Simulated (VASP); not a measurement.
# CoO (I4/mmm) in VASP: single point with PBEsol+U

Aim: the single point of CoO with PBEsol+U.

Program: VASP 6.6.1. These are calculated values, not measurements. Logs are shortened: lines on timing, memory, paths and dates and some standing lists are left out, and cuts for length are marked.

### 1 The cell of the first run

The structure is tetragonal, space group I4/mmm (No. 139). The conventional cell has a = 3.016 Å, b = 3.016 Å, c = 4.215 Å, α = 90.00°, β = 90.00°, γ = 90.00°. Within 2.8 Å of Co (site symmetry 4/mmm) lie 6 O at 2.11 to 2.13 Å. Within 2.8 Å of O (site symmetry 4/mmm) lie 6 Co at 2.11 to 2.13 Å.

### 2 Single point, PBEsol+U

Input file INCAR:

```
  ALGO = Normal
  EDIFF = 1E-6
  ENCUT = 520
  GGA = PS
  ISIF = 2
  ISMEAR = 0
  LASPH = T
  LCHARG = T
  LDAU = T
  LDAUJ = 0.5 0
  LDAUL = 2 -1
  LDAUPRINT = 1
  LDAUTYPE = 1
  LDAUU = 4 0
  LELF = T
  LMAXMIX = 4
  LREAL = F
  LVHAR = T
  LWAVE = F
  NBANDS = 14
  NELM = 150
  PREC = Accurate
  SIGMA = 0.05
```

Input file KPOINTS:

```
k-points
0
Gamma
  9 9 9
```

Input file POSCAR:

```
CoO
1.0
   -1.5080004400      1.5080004400      2.1072503600
    1.5080004400     -1.5080004400      2.1072503600
    1.5080004400      1.5080004400     -2.1072503600
Co O
1 1
Direct
    0.0000000000      0.0000000000      0.0000000000
    0.5000000000      0.5000000000      0.0000000000
```

Potentials or basis: VASP PAW PBE potentials, release 64 (Co, O).

Started as:

```sh
> cat potpaw_PBE.64/Co/POTCAR potpaw_PBE.64/O/POTCAR > POTCAR
> mpirun -np 1 vasp_std > vasp.out
```

OUTCAR:

```text
EDIFF = 1E-6
   ENCUT = 520
   GGA = PS
   ISIF = 2
   ISMEAR = 0
   LASPH = T
   LREAL = F
   NELM = 150
   PREC = Accurate

 ion  position               nearest neighbor table
   1  0.000  0.000  0.000-   2 2.11   2 2.11   2 2.13   2 2.13   2 2.13   2 2.13
   2  0.500  0.500  0.000-   1 2.11   1 2.11   1 2.13   1 2.13   1 2.13   1 2.13

  LATTYP: Found a body centered tetragonal cell.
 ALAT       =     3.0160008800
 C/A-ratio  =     1.3973804676

  Lattice vectors:

 A1 = (  -1.5080004400,   1.5080004400,   2.1072503600)
 A2 = (   1.5080004400,  -1.5080004400,   2.1072503600)
 A3 = (   1.5080004400,   1.5080004400,  -2.1072503600)

Analysis of symmetry for initial positions (statically):
=====================================================================
 Subroutine PRICEL returns:
 Original cell was already a primitive cell.

 Routine SETGRP: Setting up the symmetry group for a
 body centered tetragonal supercell.

 Subroutine GETGRP returns: Found 16 space group operations
 (whereof 16 operations were pure point group operations)
 out of a pool of 16 trial point group operations.

The static configuration has the point symmetry D_4h.

Analysis of symmetry for dynamics (positions and initial velocities):
=====================================================================
 Subroutine PRICEL returns:
 Original cell was already a primitive cell.

 Routine SETGRP: Setting up the symmetry group for a
 body centered tetragonal supercell.

 Subroutine GETGRP returns: Found 16 space group operations
 (whereof 16 operations were pure point group operations)
 out of a pool of 16 trial point group operations.

The dynamic configuration has the point symmetry D_4h.

 Subroutine INISYM returns: Found 16 space group operations
 (whereof 16 operations are pure point group operations),
 and found     1 'primitive' translations

----------------------------------------------------------------------------------------

                                     Primitive cell

  volume of cell :      19.1681

  direct lattice vectors                    reciprocal lattice vectors
    -1.508000440  1.508000440  2.107250360     0.000000000  0.331564890  0.237276030
     1.508000440 -1.508000440  2.107250360     0.331564890  0.000000000  0.237276030
     1.508000440  1.508000440 -2.107250360     0.331564890  0.331564890  0.000000000

  length of vectors
     2.998105191  2.998105191  2.998105191     0.407719500  0.407719500  0.468903564

  position of ions in fractional coordinates (direct lattice)
     0.000000000  0.000000000  0.000000000
     0.500000000  0.500000000  0.000000000

  ion indices of the primitive-cell ions
   primitive index   ion index
                 1           1
                 2           2

----------------------------------------------------------------------------------------

 KPOINTS: k-points

Automatic generation of k-mesh.
 Grid dimensions read from file:
 generate k-points for:    9    9    9

 Generating k-lattice:

  Cartesian coordinates                     Fractional coordinates (reciprocal lattice)
     0.000000000  0.036840543  0.026364003     0.111111111  0.000000000  0.000000000
     0.036840543  0.000000000  0.026364003     0.000000000  0.111111111  0.000000000
     0.036840543  0.036840543  0.000000000     0.000000000  0.000000000  0.111111111

  Length of vectors
     0.045302167  0.045302167  0.052100396

  Shift w.r.t. Gamma in fractional coordinates (k-lattice)
     0.000000000  0.000000000  0.000000000

 Subroutine IBZKPT returns following result:
 ===========================================

 Found     75 irreducible k-points:

 Following reciprocal coordinates:
            Coordinates               Weight
  0.000000  0.000000  0.000000      1.000000
  0.111111  0.000000 -0.000000      8.000000
  0.222222  0.000000 -0.000000      8.000000
  0.333333  0.000000  0.000000      8.000000
  0.444444  0.000000 -0.000000      8.000000
  0.111111  0.111111 -0.000000      8.000000
[... 16 lines left out ...]
 -0.333333  0.333333  0.000000      4.000000
  0.444444  0.444444 -0.000000      8.000000
 [... further k-points ...]
   k-points           NKPTS =     75   k-points in BZ     NKDIM =     75   number of bands    NBANDS=     14
   number of dos      NEDOS =    301   number of ions     NIONS =      2
   total plane-waves  NPLWV =  13824
   dimension x,y,z NGX =    24 NGY =   24 NGZ =   24
   dimension x,y,z NGXF=    48 NGYF=   48 NGZF=   48
   ions per type =               1   1
   NGX,Y,Z   is equivalent  to a cutoff of  13.31, 13.31, 13.31 a.u.
   NGXF,Y,Z  is equivalent  to a cutoff of  26.62, 26.62, 26.62 a.u.
 SYSTEM =  unknown system
   PREC   = accura    normal or accurate (medium, high low for compatibility)
   ISTART =      0    job   : 0-new  1-cont  2-samecut
   ICHARG =      2    charge: 1-file 2-atom 10-const
   ISPIN  =      1    spin polarized calculation?
   LNONCOLLINEAR =      F non collinear calculations
   LSORBIT =      F    spin-orbit coupling
   LASPH  =      T    aspherical Exc in radial PAW
   ENCUT  =  520.0 eV  38.22 Ry    6.18 a.u.   5.57  5.57  5.57*2*pi/ulx,y,z
   NELM   =    150;   NELMIN=  2; NELMDL= -5     # of ELM steps
   EDIFF  = 0.1E-05   stopping-criterion for ELM
   LREAL  =      F    real-space projection
   EDIFFG = 0.1E-04   stopping-criterion for IOM
   NSW    =      0    number of steps for IOM
   IBRION =     -1    ionic relax: 0-MD 1-quasi-New 2-CG
   NFREE  =      0    steps in history (QN), initial steepest desc. (CG)
   ISIF   =      2    stress and relaxation
   ISYM   =      2    0-nonsym 1-usesym 2-fastsym
   POTIM  = 0.5000    time-step for ionic-motion
   TEBEG  =    0.0;   TEEND  =   0.0 temperature during run
   PSTRESS=    0.0 pullay stress
   NELECT =      15.0000    total number of electrons
   NUPDOWN=      -1.0000    fix difference up-down
   EMIN   =  10.00;   EMAX   =-10.00  energy-range for DOS
   EFERMI =   0.00;   METHOD = LEGACY
   ISMEAR =     0;   SIGMA  =   0.05  broadening in eV -4-tet -1-fermi 0-gaus
   EFERMI_NEDOS =   21; number of points for ismear=-14 and -15
   IALGO  =     38    algorithm
   IMIX   =      4    mixing-type and parameters
     AMIX     =   0.40;   BMIX     =  1.00
     AMIX_MAG =   1.60;   BMIX_MAG =  1.00
  volume/ion in A,a.u.               =       9.58        64.68
  Fermi-wavevector in a.u.,A,eV,Ry     =   1.508617  2.850872 30.965828  2.275924
  Thomas-Fermi vector in A             =   2.619047
   LORBIT       =      0    0 simple, 1 ext, 2 COOP (PROOUT), +10 PAW based schemes
 LDA+U is selected, type is set to LDAUTYPE =  1
   angular momentum for each species LDAUL =     2   -1
   U (eV)           for each species LDAUU =   4.0  0.0
   J (eV)           for each species LDAUJ =   0.5  0.0
   GGA     = PS    functional components
   LHFCALC =     F    Hartree Fock is set to
   AEXX    =    0.0000 exact exchange contribution
   IVDW    =     0    specifies the selected vdW correction
   LEPSILON=     F    determine dielectric tensor
   LRPA    =     F    only Hartree local field effects (RPA)
 non-spin polarized calculation
 Gauss-broadening in eV      SIGMA  =   0.05
  energy-cutoff  :      520.00
  volume of cell :       19.17
 maximum number of plane-waves:       533
   NGX = 11   NGY = 11   NGZ = 11

atom =   1  type =  1  l = 2

 onsite density matrix

spin component  1

  0.4189 -0.0000 -0.0000 -0.0000  0.0000
 -0.0000  0.9582  0.0000  0.0000  0.0000
 -0.0000  0.0000  0.3982  0.0000 -0.0000
 -0.0000  0.0000  0.0000  0.9582  0.0000
  0.0000  0.0000 -0.0000  0.0000  0.9571

spin component  2

  0.4189 -0.0000 -0.0000 -0.0000  0.0000
 -0.0000  0.9582  0.0000  0.0000  0.0000
 -0.0000  0.0000  0.3982  0.0000 -0.0000
 -0.0000  0.0000  0.0000  0.9582  0.0000
  0.0000  0.0000 -0.0000  0.0000  0.9571

 occupancies and eigenvectors

  o =  0.3982  v =  0.0000 -0.0000  1.0000  0.0000 -0.0000  0.0000  0.0000  0.0000  0.0000  0.0000      0.0000  0.0000  0.0000  0.0000  0.0000  0.0000  0.0000  0.0000  0.0000  0.0000
  o =  0.3982  v =  0.0000  0.0000  0.0000  0.0000  0.0000  0.0000 -0.0000  1.0000  0.0000 -0.0000      0.0000  0.0000  0.0000  0.0000  0.0000  0.0000  0.0000  0.0000  0.0000  0.0000
  o =  0.4189  v =  1.0000  0.0000  0.0000  0.0000  0.0000  0.0000  0.0000  0.0000  0.0000  0.0000      0.0000  0.0000  0.0000  0.0000  0.0000  0.0000  0.0000  0.0000  0.0000  0.0000
  o =  0.4189  v =  0.0000  0.0000  0.0000  0.0000  0.0000  1.0000  0.0000  0.0000  0.0000  0.0000      0.0000  0.0000  0.0000  0.0000  0.0000  0.0000  0.0000  0.0000  0.0000  0.0000
  o =  0.9571  v =  0.0000 -0.0000  0.0000 -0.0000  1.0000  0.0000  0.0000  0.0000  0.0000  0.0000      0.0000  0.0000  0.0000  0.0000  0.0000  0.0000  0.0000  0.0000  0.0000  0.0000
  o =  0.9571  v =  0.0000  0.0000  0.0000  0.0000  0.0000  0.0000 -0.0000  0.0000 -0.0000  1.0000      0.0000  0.0000  0.0000  0.0000  0.0000  0.0000  0.0000  0.0000  0.0000  0.0000
  o =  0.9582  v =  0.0000  0.0000  0.0000  0.0000  0.0000  0.0000 -0.9997 -0.0000  0.0249 -0.0000      0.0000  0.0000  0.0000  0.0000  0.0000  0.0000  0.0000  0.0000  0.0000  0.0000
  o =  0.9582  v =  0.0000 -0.9997 -0.0000  0.0249 -0.0000  0.0000  0.0000  0.0000  0.0000  0.0000      0.0000  0.0000  0.0000  0.0000  0.0000  0.0000  0.0000  0.0000  0.0000  0.0000
  o =  0.9582  v =  0.0000  0.0000  0.0000  0.0000  0.0000  0.0000 -0.0249  0.0000 -0.9997 -0.0000      0.0000  0.0000  0.0000  0.0000  0.0000  0.0000  0.0000  0.0000  0.0000  0.0000
  o =  0.9582  v =  0.0000 -0.0249  0.0000 -0.9997 -0.0000  0.0000  0.0000  0.0000  0.0000  0.0000      0.0000  0.0000  0.0000  0.0000  0.0000  0.0000  0.0000  0.0000  0.0000  0.0000

 number of electron      15.0000006 magnetization

 Free energy of the ion-electron system (eV)
  ---------------------------------------------------
  ext. energy  EPLUGINS =         0.00000000
  ---------------------------------------------------
  free energy    TOTEN  =       -11.23307477 eV

  energy without entropy =      -11.22927571  energy(sigma->0) =      -11.23117524

 E-fermi :   7.8337     XC(G=0): -12.6928

 val. band max:        7.8336811588   @ k =  -0.4444   0.4444   0.4444
 cond. band min:       7.8373519208   @ k =  -0.2222  -0.2222   0.2222
 fundamental gap:      0.0036707620
 Fermi energy:         7.8337194738

 k-point     1 :       0.0000    0.0000    0.0000
  band No.  band energies     occupation
      1     -12.5825      2.00000
      2       4.3745      2.00000
      3       4.4212      2.00000
      4       4.4212      2.00000
      5       4.8104      2.00000
      6       4.8104      2.00000
      7       4.9132      2.00000
      8       6.8688      2.00000
      9       6.8865      2.00000
     10       9.0118      0.00000
     11      24.5947      0.00000
     12      25.3331      0.00000
     13      25.3331      0.00000
     14      25.3925      0.00000

 k-point     2 :       0.1111    0.0000   -0.0000
  band No.  band energies     occupation
      1     -12.4566      2.00000
      2       3.3552      2.00000
      3       3.9304      2.00000
      4       3.9363      2.00000
      5       5.0269      2.00000
      6       5.0531      2.00000
      7       5.2083      2.00000
      8       7.2879      2.00000
      9       7.3169      2.00000
     10       9.7815      0.00000
     11      22.3092      0.00000
     12      25.0812      0.00000
     13      25.1760      0.00000
     14      26.9133      0.00000

 k-point     3 :       0.2222    0.0000   -0.0000
  band No.  band energies     occupation
      1     -12.1196      2.00000
      2       1.7775      2.00000
      3       3.2221      2.00000
      4       3.2256      2.00000
      5       5.3112      2.00000
      6       5.3245      2.00000
      7       5.5173      2.00000
      8       8.1114      0.00000
      9       8.1620      0.00000
     10      11.2502      0.00000
     11      19.8738      0.00000
     12      23.9174      0.00000
     13      24.1371      0.00000
     14      27.4760      0.00000
[... 324 lines left out ...]
 k-point    23 :      -0.3333    0.3333    0.0000
  band No.  band energies     occupation
      1     -11.5923      2.00000
      2       0.9078      2.00000
      3       3.2005      2.00000
      4       3.2818      2.00000
      5       4.0885      2.00000
      6       6.0521      2.00000
      7       6.1039      2.00000
      8       7.1985      2.00000
      9       7.9899      0.00001
     10      13.9272      0.00000
     11      18.6284      0.00000
     12      19.7190      0.00000
     13      23.5567      0.00000
     14      23.7322      0.00000

 k-point    24 :       0.4444    0.4444   -0.0000
  band No.  band energies     occupation
      1     -11.2878      2.00000
      2       0.8671      2.00000
      3       2.5531      2.00000
      4       3.1032      2.00000
      5       4.3611      2.00000
      6       5.9506      2.00000
      7       6.0113      2.00000
      8       7.5704      2.00000
      9       7.8236      1.22479
     10      14.5234      0.00000
     11      17.5389      0.00000
     12      18.8245      0.00000
     13      23.6974      0.00000
     14      24.1771      0.00000

 [... further k-points ...]
[... 5 lines left out ...]
  --------------------------------------------------------------------------------------
  -------------------------------------------------------------------------------------
  Total       -3.3986790     -3.3986790     -3.4349339      0.0000000     -0.0000000      0.0000000
  in kB     -284.0806590   -284.0806590   -287.1110487      0.0000000     -0.0000000      0.0000000
  external PRESSURE =    -285.0907889 kB  Pullay stress =       0.0000000 kB

 VOLUME and BASIS-vectors are now :
 -----------------------------------------------------------------------------
  energy-cutoff  :      520.00
  volume of cell :       19.17
      direct lattice vectors                 reciprocal lattice vectors
    -1.508000440  1.508000440  2.107250360     0.000000000  0.331564890  0.237276030
     1.508000440 -1.508000440  2.107250360     0.331564890  0.000000000  0.237276030
     1.508000440  1.508000440 -2.107250360     0.331564890  0.331564890  0.000000000

 POSITION                                       TOTAL-FORCE (eV/Angst)
 -----------------------------------------------------------------------------------
      0.00000      0.00000      0.00000         0.000000     -0.000000      0.000000
      0.00000      0.00000      2.10725        -0.000000      0.000000     -0.000000
 -----------------------------------------------------------------------------------
    total drift:                               -0.000000      0.000000     -0.000000

  FREE ENERGIE OF THE ION-ELECTRON SYSTEM (eV)
  ---------------------------------------------------
  free  energy   TOTEN  =       -11.2330747701 eV

  energy  without entropy=      -11.2292757126  energy(sigma->0) =      -11.23117524
```

It took 27 s on 1 thread of Intel Xeon 8259CL, shared host; peak memory 0.15 GiB.

Results:

- Free energy: -11.2331 eV
- Pressure: -28.5 GPa

Eigenvalues of the final occupation matrices:
```tsv
site	spin	trace	eigenvalues
site 1 d	1	3.69	0.40 0.42 0.96 0.96 0.96
site 1 d	2	3.69	0.40 0.42 0.96 0.96 0.96
```

Caveat: the PAW data sets were made with another functional, which shifts forces and pressure a little; an odd number of electrons without spin polarisation forces a metal; a magnetic or distorted state may lie lower; the run has no spin polarisation, though such a crystal can be magnetic; U without spin polarisation on a metal has little footing. Spin polarisation is off, so any magnetic state and its effect on volume and gap are missing.
